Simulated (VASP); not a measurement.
AlCo2:

```xyz
3
Lattice="3.6731 0.0000 0.0000 -1.8366 3.1810 0.0000 0.0000 0.0000 3.1135" Properties=species:S:1:pos:R:3 pbc="T T T"
Al    0.0000    0.0000    0.0000
Co    0.0000    2.1207    1.5568
Co    1.8366    1.0603    1.5568
```

```yaml
Program: VASP 6.6.1
Task: relaxation of cell and atoms
Functional: PBE
Potentials_or_basis: VASP PAW PBE potentials, release 64 (Al, Co)
Cutoff: 600 eV
k_mesh: 6 × 6 × 6
Occupations: gaussian, width 0.1 eV
Spin: collinear spin, ferromagnetic start
Starting_moments: "[0.0, 3.0, 3.0] μB"
```

At the start: pressure 9.6 GPa; volume 12.13 Å³/atom.

Where does the relaxation end?

Over 10 steps the energy falls by 265.7 meV/atom and the volume is 11.91 Å³/atom (-1.8 %); space group P6/mmm (No. 191, to 0.05 Å); moment 2.40 μB per cell.

The path:
| step | energy change (eV) | largest force (eV/Å) | pressure (GPa) | volume (Å³) |
| --- | --- | --- | --- | --- |
| 1 | 0.0000 | 0.0000 | 9.61 | 36.38 |
| 2 | -0.3211 | 0.0000 | -9.41 | 40.21 |
| 3 | -0.3244 | 0.0000 | -11.61 | 40.81 |
| 4 | -0.6082 | 0.0000 | -11.54 | 39.43 |
| 5 | -0.6894 | 0.0000 | -11.05 | 38.63 |
| 6 | -0.4998 | 0.0000 | -3.67 | 36.84 |
| 7 | -0.6969 | 0.0000 | -10.66 | 38.44 |
| 8 | -0.7900 | 0.0000 | 3.34 | 35.02 |
| 9 | -0.7971 | 0.0000 | 0.14 | 35.69 |
| 10 | -0.7971 | 0.0000 | -0.10 | 35.74 |

Final structure:
```
Al Co
1.0
     4.01457    0.00000    0.00000
    -2.00728    3.47672    0.00000
     0.00000    0.00000    2.56063
Al Co
1 2
Cartesian
  0.0000 0.0000 0.0000
  0.0000 2.3178 1.2803
  2.0073 1.1589 1.2803
```
